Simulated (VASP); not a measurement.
# CuO in VASP: notebook, part 2 of 3

VASP 6.6.1.

## 3. Relaxation of cell and atoms, PBEsol

The input, INCAR:

```
SYSTEM = CuO
PREC = Accurate
ENCUT = 600
EDIFF = 1E-6
ISMEAR = -1
SIGMA = 0.05
LREAL = .FALSE.
LASPH = .TRUE.
NELM = 100
ALGO = Normal
ISIF = 3
LWAVE = .FALSE.
LCHARG = .FALSE.
GGA = PS
IBRION = 2
NSW = 80
EDIFFG = -0.01
```

The input, KPOINTS:

```
regular mesh
0
G
  6 6 5
  0 0 0
```

The input, POSCAR:

```
CuO
1.0
    3.1754955000      0.0000000000      0.0000000000
    0.0000000000      3.1754955000      0.0000000000
    0.0000000000      0.0000000000      4.6495318700
Cu O
2 2
Direct
    0.0000000000      0.0000000000      0.0000000000
    0.5000000000      0.5000000000      0.0000000000
    0.5000000000      0.0000000000      0.2670000000
    0.0000000000      0.5000000000      0.7330000000
```

Potentials or basis: VASP PAW PBE potentials, release 64 (Cu, O).

Started as:

```bash
$ cat potpaw_PBE.64/Cu/POTCAR potpaw_PBE.64/O/POTCAR > POTCAR
$ mpirun -np 1 vasp_std > vasp.out
```

OUTCAR:

```text
SYSTEM = CuO
   PREC = Accurate
   ENCUT = 600
   EDIFF = 1E-6
   ISMEAR = -1
   LREAL = .FALSE.
   LASPH = .TRUE.
   NELM = 100
   ISIF = 3
   GGA = PS
   IBRION = 2
   NSW = 80
   EDIFFG = -0.01

 ion  position               nearest neighbor table
   1  0.000  0.000  0.000-   3 2.02   4 2.02   4 2.02   3 2.02   2 2.25   2 2.25   2 2.25   2 2.25

   2  0.500  0.500  0.000-   3 2.02   4 2.02   3 2.02   4 2.02   1 2.25   1 2.25   1 2.25   1 2.25

   3  0.500  0.000  0.267-   1 2.02   2 2.02   2 2.02   1 2.02
   4  0.000  0.500  0.733-   1 2.02   2 2.02   1 2.02   2 2.02

  LATTYP: Found a simple tetragonal cell.
 ALAT       =     3.1754955000
 C/A-ratio  =     1.4641909806

  Lattice vectors:

 A1 = (   3.1754955000,   0.0000000000,   0.0000000000)
 A2 = (   0.0000000000,   3.1754955000,   0.0000000000)
 A3 = (   0.0000000000,   0.0000000000,   4.6495318700)

[... 874 lines left out ...]
     21      13.9523      0.00000

 [... further k-points ...]

[... ionic steps 4 to 25 ...]

--------------------------------------- Ionic step       26  -------------------------------------------

 number of electron      33.9999965 magnetization

------------------------ aborting loop because EDIFF is reached ----------------------------------------
[... 71 lines left out ...]
--------------------------------------- Ionic step       28  -------------------------------------------

 number of electron      33.9999959 magnetization

 Free energy of the ion-electron system (eV)
  ---------------------------------------------------
  ext. energy  EPLUGINS =         0.00000000
  ---------------------------------------------------
  free energy    TOTEN  =       -20.59769671 eV

  energy without entropy =      -20.57178186  energy(sigma->0) =      -20.58473928

 E-fermi :   3.2926     XC(G=0): -10.8341

 val. band max:        3.2311736272   @ k =   0.3333   0.1667   0.2000
 cond. band min:       3.3135142273   @ k =   0.3333   0.1667   0.4000
 fundamental gap:      0.0823406000
 Fermi energy:         3.2926323048

 k-point     1 :       0.0000    0.0000    0.0000
  band No.  band energies     occupation
      1     -15.9981      2.00000
      2     -14.6590      2.00000
      3      -2.4277      2.00000
      4      -2.4277      2.00000
      5      -0.3215      2.00000
      6       0.4144      2.00000
[... 598 lines left out ...]
  FREE ENERGIE OF THE ION-ELECTRON SYSTEM (eV)
  ---------------------------------------------------
  free  energy   TOTEN  =       -20.5976967062 eV

  energy  without entropy=      -20.5717818561  energy(sigma->0) =      -20.58473928

 reached required accuracy - stopping structural energy minimisation
```

CONTCAR:

```text
CuO
   1.00000000000000
     3.8352062935919937   -0.0000000000000000   -0.0000000000000000
    -0.0000000000000000    3.8352062935919937   -0.0000000000000000
    -0.0000000000000000    0.0000000000000000    3.3149768074280557
  Cu              O
     2     2
Direct
     0.0000000000000000    1.0000000000000000    0.0000000000000000
     0.5000000000000000    0.5000000000000000    0.0000000000000000
     0.5000000000000000    0.0000000000000000    0.0024043403865793
     1.0000000000000000    0.5000000000000000    0.9975956596134211

  0.00000000E+00  0.00000000E+00  0.00000000E+00
  0.00000000E+00  0.00000000E+00  0.00000000E+00
  0.00000000E+00  0.00000000E+00  0.00000000E+00
  0.00000000E+00  0.00000000E+00  0.00000000E+00
```

Run time: 15 min. Hardware: 1 thread of Intel Xeon Platinum 8175M at 2.50GHz (Skylake/Cascade Lake), shared host; peak memory 0.2 GiB.

What came out:

```yaml
Free_energy: -20.5977 eV
Relaxed_volume: 12.19 Å³/atom
Relaxed_cell: a = 3.835 Å, b = 3.835 Å, c = 3.315 Å, α = 90.00°, β = 90.00°, γ = 90.00°
Space_group_after_relaxing_to_0.1_Å: P4/mmm (No. 123)
Energy_gained_by_relaxing: 665.2 meV/atom
Ionic_steps: 28
Pressure_after_relaxing: 0.0 GPa
Band_gap_on_the_k_mesh: zero (bands 17 and 18 overlap by 3.30 eV)
```

Stress tensor (GPa, compression positive):
```
 0.02  0.00  0.00
 0.00  0.02  0.00
 0.00  0.00 -0.09
```

The path:
| step | energy change (eV) | largest force (eV/Å) | pressure (GPa) | volume (Å³) |
| --- | --- | --- | --- | --- |
| 1 | 0.0000 | 1.2341 | 10.53 | 46.88 |
| 2 | -0.8150 | 1.7393 | -5.13 | 52.05 |
| 3 | -0.9275 | 1.9524 | -9.40 | 54.11 |
| 4 | -1.5535 | 0.6782 | -1.07 | 50.58 |
| 5 | -1.9273 | 0.3742 | 9.05 | 46.11 |
| 6 | -2.0244 | 0.0231 | 25.31 | 36.11 |
| 7 | -2.2241 | 0.4463 | 13.05 | 41.88 |
| 8 | -2.3034 | 0.2703 | 17.57 | 39.05 |
| 9 | -2.2815 | 0.2953 | -3.06 | 40.69 |
| 10 | -2.4146 | 0.2726 | 6.85 | 39.82 |
| 11 | -2.4146 | 0.2720 | 6.56 | 39.86 |
| 12 | -2.4762 | 0.3360 | 3.55 | 41.02 |
| 13 | -2.5335 | 0.4675 | -0.86 | 43.33 |
| 14 | -2.5385 | 0.5171 | -2.20 | 44.17 |
| 15 | -2.5664 | 0.4064 | 2.56 | 44.16 |
| 16 | -2.5665 | 0.3994 | 2.91 | 44.15 |
| 17 | -2.5942 | 0.3412 | 2.09 | 45.08 |
| 18 | -2.6364 | 0.2026 | 0.66 | 47.32 |
| 19 | -2.6468 | 0.0388 | -1.99 | 51.90 |
| 20 | -2.6520 | 0.0718 | -1.02 | 50.29 |
| 21 | -2.6521 | 0.0820 | -0.75 | 49.86 |
| 22 | -2.6523 | 0.0454 | 1.03 | 49.57 |
| 23 | -2.6532 | 0.0620 | 0.20 | 49.70 |
| 24 | -2.6552 | 0.0443 | 0.06 | 49.65 |
| 25 | -2.6586 | 0.0139 | -0.21 | 49.50 |
| 26 | -2.6593 | 0.0027 | -1.13 | 49.19 |
| 27 | -2.6600 | 0.0019 | -0.75 | 49.05 |
| 28 | -2.6607 | 0.0018 | -0.02 | 48.76 |

Final structure:
```
Cu O
1.0
     3.83521    0.00000    0.00000
     0.00000    3.83521    0.00000
     0.00000    0.00000    3.31498
Cu O
2 2
Cartesian
  0.0000 3.8352 0.0000
  1.9176 1.9176 0.0000
  1.9176 0.0000 0.0080
  3.8352 1.9176 3.3070
```

Levels at points of the mesh, in eV from the Fermi level:
| k point | band 13 | band 14 | band 15 | band 16 | band 17 | band 18 | band 19 | band 20 | band 21 |
| --- | --- | --- | --- | --- | --- | --- | --- | --- | --- |
| (0.00, 0.00, 0.00) | -2.16 | -1.91 | -1.91 | -1.73 | -1.57 | -1.33 | 1.98 | 5.28 | 11.63 |
| (0.50, 0.00, 0.00) | -1.53 | -1.53 | -0.79 | -0.79 | -0.57 | -0.57 | 5.55 | 5.55 | 12.07 |
| (0.50, 0.50, 0.00) | -1.56 | -1.56 | 0.03 | 0.03 | 1.96 | 1.96 | 7.03 | 7.03 | 7.52 |

Caveat: a cell axis changed by over 15 % at a fixed basis, so the end point is rough; the PAW data sets were made with another functional, which shifts forces and pressure a little; semilocal functionals often make such compounds metallic where correlation or magnetic order opens a gap, which also shifts bond lengths.

## 4. Relaxation of cell and atoms, LDA

The input, INCAR:

```
PREC = Accurate
ENCUT = 600
EDIFF = 1E-7
ISMEAR = -1
SIGMA = 0.05
LREAL = False
LASPH = True
NELM = 60
ALGO = Normal
ISIF = 3
LWAVE = False
LCHARG = False
IBRION = 2
NSW = 80
EDIFFG = -0.01
```

The input, KPOINTS:

```
regular mesh
0
Gamma
  6 6 5
```

POSCAR is that of step 3.

Potentials or basis: VASP PAW LDA potentials, release 64 (Cu, O).

Started as:

```bash
$ cat potpaw_LDA.64/Cu/POTCAR potpaw_LDA.64/O/POTCAR > POTCAR
$ mpirun -np 1 vasp_std > vasp.out
```

It took 14 min on 1 thread of Intel Xeon Platinum 8175M at 2.50GHz (Skylake/Cascade Lake), shared host; peak memory 0.18 GiB.

It converged, with:

```
Free energy                           : -22.3936 eV
Relaxed volume                        : 11.17 Å³/atom
Relaxed cell                          : a = 3.794 Å, b = 3.794 Å, c = 3.105 Å, α = 90.00°, β = 90.00°, γ = 90.00°
Space group after relaxing (to 0.1 Å) : P4/nmm (No. 129)
Energy gained by relaxing             : 684.9 meV/atom
Ionic steps                           : 27
Pressure after relaxing               : 0.0 GPa
Largest force after relaxing          : 0.006 eV/Å
Band gap on the k mesh                : zero (bands 17 and 18 overlap by 3.33 eV)
```

Forces in eV/Å, atoms in the order of the input:
```
Cu   0.000  0.000  0.000
Cu   0.000  0.000  0.000
O    0.000  0.000 -0.006
O    0.000  0.000  0.006
```

Step by step:
| step | energy change (eV) | largest force (eV/Å) | pressure (GPa) | volume (Å³) |
| --- | --- | --- | --- | --- |
| 1 | 0.0000 | 1.6121 | 4.54 | 46.88 |
| 2 | -0.8337 | 1.3629 | -1.89 | 48.94 |
| 3 | -1.3620 | 1.3200 | -8.93 | 50.81 |
| 4 | -1.4525 | 1.3442 | -12.05 | 51.39 |
| 5 | -2.0016 | 0.4533 | 7.34 | 44.26 |
| 6 | -2.0323 | 0.1384 | 18.15 | 41.58 |
| 7 | -2.2169 | 0.3044 | 18.70 | 40.63 |
| 8 | -2.4740 | 0.0862 | 16.71 | 37.46 |
| 9 | -2.4877 | 0.1524 | 16.89 | 37.99 |
| 10 | -2.5929 | 0.3227 | 7.47 | 39.53 |
| 11 | -2.6183 | 0.4834 | -0.41 | 41.10 |
| 12 | -2.6191 | 0.4608 | 0.65 | 40.87 |
| 13 | -2.6277 | 0.4457 | 0.68 | 41.01 |
| 14 | -2.6508 | 0.3989 | 0.80 | 41.44 |
| 15 | -2.6861 | 0.3037 | 1.17 | 42.30 |
| 16 | -2.7196 | 0.1338 | 2.20 | 44.01 |
| 17 | -2.7189 | 0.1559 | -3.56 | 45.48 |
| 18 | -2.7262 | 0.1457 | -0.70 | 44.72 |
| 19 | -2.7292 | 0.1204 | -0.75 | 44.80 |
| 20 | -2.7348 | 0.0604 | -0.92 | 45.05 |
| 21 | -2.7368 | 0.0166 | -1.48 | 45.53 |
| 22 | -2.7351 | 0.0047 | 1.98 | 44.92 |
| 23 | -2.7385 | 0.0071 | -0.10 | 45.28 |
| 24 | -2.7385 | 0.0072 | -0.07 | 45.28 |
| 25 | -2.7387 | 0.0068 | -0.05 | 45.22 |
| 26 | -2.7391 | 0.0066 | -0.03 | 45.04 |
| 27 | -2.7395 | 0.0064 | 0.03 | 44.70 |

Final structure:
```
Cu O
1.0
     3.79407    0.00000    0.00000
     0.00000    3.79407    0.00000
     0.00000    0.00000    3.10506
Cu O
2 2
Direct
  0.00000 0.00000 0.00000
  0.50000 0.50000 0.00000
  0.50000 0.00000 0.02059
  0.00000 0.50000 0.97941
```

Levels at points of the mesh, in eV from the Fermi level:
| k point | band 14 | band 15 | band 16 | band 17 | band 18 | band 19 | band 20 | band 21 |
| --- | --- | --- | --- | --- | --- | --- | --- | --- |
| (0.00, 0.00, 0.00) | -2.03 | -2.03 | -1.82 | -1.45 | -1.34 | 2.16 | 5.06 | 11.75 |
| (0.50, 0.00, 0.00) | -1.59 | -0.88 | -0.88 | -0.53 | -0.53 | 5.75 | 5.75 | 12.14 |
| (0.50, 0.50, 0.00) | -1.68 | 0.06 | 0.06 | 1.97 | 1.97 | 7.13 | 7.13 | 7.71 |

Caveat: a cell axis changed by over 15 % at a fixed basis, so the end point is rough; semilocal functionals often make such compounds metallic where correlation or magnetic order opens a gap, which also shifts bond lengths.

(Continued in part 3 of 3.)
